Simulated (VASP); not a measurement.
Input of a VASP 6.6.1 run:

Contents of INCAR:

```
  PREC = Accurate
  ENCUT = 520
  EDIFF = 1E-6
  ISMEAR = 1
  SIGMA = 0.02
  LREAL = False
  LASPH = True
  NELM = 100
  ALGO = Normal
  ISIF = 2
  LWAVE = False
  LCHARG = True
  GGA = RE
  LELF = True
  LVHAR = True
  NBANDS = 26
```

The input KPOINTS:

```
regular mesh
0
Gamma
  12 12 6
```

File POSCAR:

```
GaN
1.0
    3.1824709805      0.0000000000      0.0000000000
   -1.5912354902      2.7561007159      0.0000000000
    0.0000000000      0.0000000000      5.1853625407
Ga N
2 2
Direct
    0.6666666667      0.3333333333      0.4990712460
    0.3333333333      0.6666666667     -0.0009287540
    0.6666666667      0.3333333333      0.8758287540
    0.3333333333      0.6666666667      0.3758287540
```

Potentials or basis: VASP PAW PBE potentials, release 64 (Ga_d, N).

Run with:

```bash
$ cat potpaw_PBE.64/Ga_d/POTCAR potpaw_PBE.64/N/POTCAR > POTCAR
$ mpirun -np 1 vasp_std > vasp.out
```

(1) Predict the pressure.

(2) What does it give for the band gap on the k mesh?

(3) Estimate the largest force.

Answers

(1) 9.1 GPa.

(2) 1.99 eV, direct.

(3) 0.007 eV/Å.

Caveat: the PAW data sets were made with another functional, which shifts forces and pressure a little.
